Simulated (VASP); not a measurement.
A run of VASP 6.6.1:

File INCAR:

```
SYSTEM = BN
PREC     = Accurate       ! precision mode
ENCUT    = 520            ! plane-wave cutoff, eV
EDIFF    = 1E-7           ! SCF threshold, eV
ISMEAR   = 0              ! smearing method
SIGMA    = 0.05           ! smearing width, eV
LREAL    = .False.        ! projectors in reciprocal space
LASPH    = .True.         ! aspherical terms in the spheres
NELM     = 100            ! most SCF steps
ALGO     = Normal         ! electronic algorithm
ISIF     = 2              ! what is computed and relaxed
LWAVE    = .False.        ! write WAVECAR
LCHARG   = .False.        ! write CHGCAR
GGA      = PE             ! functional
IVDW     = 12             ! dispersion correction
NBANDS   = 26             ! bands
```

Contents of KPOINTS:

```
Automatic mesh
0
Gamma
  10 10 2
  0 0 0
```

Contents of POSCAR:

```
BN
1.0
   -2.5064381127      0.0000000000      0.0000000000
   -1.2532190563     -2.1706390786      0.0000000000
    0.0000000000      0.0000000000     15.2336949040
B N
4 4
Direct
    0.3333333333      0.3333333333      0.7601230768
    0.3333333333      0.3333333333      0.3257670329
    0.6666666667      0.6666666667      0.1085890110
    0.6666666667      0.6666666667      0.5429450548
    0.3333333333      0.3333333333      0.1085890110
    0.3333333333      0.3333333333      0.5429450548
    0.6666666667      0.6666666667      0.7601230768
    0.6666666667      0.6666666667      0.3257670329
```

Potentials or basis: VASP PAW PBE potentials, release 64 (B, N).

Command:

```sh
$ cat potpaw_PBE.64/B/POTCAR potpaw_PBE.64/N/POTCAR > POTCAR
$ mpirun -np 1 vasp_std > vasp.out
```

Hardware: 1 thread of Intel(R) Xeon(R) Platinum 8175M CPU @ 2.50GHz (Skylake/Cascade Lake), with other jobs on the host.

Estimate the wall time of this run.

Run time: 110 s on 1 thread of Intel(R) Xeon(R) Platinum 8175M CPU @ 2.50GHz (Skylake/Cascade Lake), on a shared host, peak memory 0.22 GiB. Counts: scf iterations 17, k points 28.
